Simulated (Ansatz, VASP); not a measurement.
# Al2Cu: VASP beside Ansatz

The input INCAR:

```
SYSTEM = Al2Cu
ALGO = Fast ; EDIFF = 1E-6
ENCUT = 520 ; GGA = PS
ISIF = 2 ; ISMEAR = 0
LASPH = .True. ; LCHARG = .True.
LELF = .True. ; LREAL = .False.
LVHAR = .True. ; LWAVE = .False.
NBANDS = 26 ; NELM = 60
PREC = Accurate ; SIGMA = 0.15
```

KPOINTS

```
k-points
0
Gamma
  12 12 12
  0 0 0
```

POSCAR

```
Al2Cu
1.0
   -2.9965506923      2.9965506923      2.4139243086
    2.9965506923     -2.9965506923      2.4139243086
    2.9965506923      2.9965506923     -2.4139243086
Al Cu
4 2
Direct
    0.1239239217      0.6947159943      0.8186399160
    0.6239239217      0.8052840057      0.4292079273
    0.8760760783      0.3052840057      0.1813600840
    0.3760760783      0.1947159943      0.5707920727
    0.7500000000      0.7500000000      0.0000000000
    0.2500000000      0.2500000000      0.0000000000
```

Input for Ansatz:

```yaml
crystal:
  lattice:
    - [-2.9965506923, 2.9965506923, 2.4139243086]
    - [2.9965506923, -2.9965506923, 2.4139243086]
    - [2.9965506923, 2.9965506923, -2.4139243086]
  atoms:
    - { symbol: Al, position: [0.1239239217, 0.6947159943, 0.818639916] }
    - { symbol: Al, position: [0.6239239217, 0.8052840057, 0.4292079273] }
    - { symbol: Al, position: [0.8760760783, 0.3052840057, 0.181360084] }
    - { symbol: Al, position: [0.3760760783, 0.1947159943, 0.5707920727] }
    - { symbol: Cu, position: [0.75, 0.75, 0.0] }
    - { symbol: Cu, position: [0.25, 0.25, 0.0] }
basis:
  ecutwfc: 420
kpoints:
  mp_grid: { grid: [12, 12, 12] }
hamiltonian:
  xc: pbesol
scf:
  occupations: { method: gaussian, width: 0.15 }
output:
  forces: true
  stress: true
  eigenvalues: true
```

Change from the starting cell: mode 11 (250.9 1/cm) frozen in, largest displacement -0.300 Å.

Alike in both runs: task single point; functional PBEsol; k mesh 12 × 12 × 12; occupations gaussian, width 0.15 eV; no spin polarisation.

|  | VASP | Ansatz |
| --- | --- | --- |
| version | VASP 6.6.1 | Ansatz 0.2.0 |
| potentials or method | VASP PAW PBE potentials, release 64 (Al, Cu), cutoff 520 eV | scalar-relativistic, plane waves, PAW |
| valence electrons in the cell | 34 | 50 |

|  | VASP | Ansatz | Ansatz less VASP |
| --- | --- | --- | --- |
| gap on the k mesh at the Fermi level (eV) | none | none | - |
| pressure (GPa) | 7.5 | 7.3 | -0.23 |
| traceless stress, the component that is largest in VASP (GPa) | -9.79 | -9.64 | +0.147 |
| rms of the force components (eV/Å) | 1.049 | 1.046 | -0.0031 |

VASP's potentials were made for PBE, not for PBEsol. Atom by atom the forces differ by 0.003 eV/Å (rms over components). A gap of «none» marks a metal or a gap that the smearing closes. With one functional, cell and mesh, what is left measures potentials, basis and numerics. VASP's potentials hold 34 valence electrons a cell and Ansatz's 50, so a difference there can come from the potentials and not from the codes.
